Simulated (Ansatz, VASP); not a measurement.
One calculation of Ti, two programs

```
Ti
1.0
     0.00000    2.86765    2.86765
     2.86765    0.00000    2.86765
     2.86765    2.86765    0.00000
Ti
2
Cartesian
  0.0000 0.0000 0.0000
  1.4338 1.4338 1.4338
```

Change from the starting cell: volume scaled by 1.03.

Alike in both runs: task single point; functional PBE; k mesh 11 × 11 × 11; occupations fermi-dirac, width 0.05 eV; no spin polarisation.

|  | VASP | Ansatz |
| --- | --- | --- |
| version | VASP 6.6.1 | Ansatz 0.2.0 |
| potentials or method | VASP PAW PBE potentials, release 64 (Ti_sv), cutoff 520 eV | all-electron LAPW, scalar-relativistic |

```csv
,VASP,Ansatz,Ansatz less VASP
pressure (GPa),-1.0,-1.0,-0.03
```

Ansatz ran all-electron here, and VASP with PAW potentials.
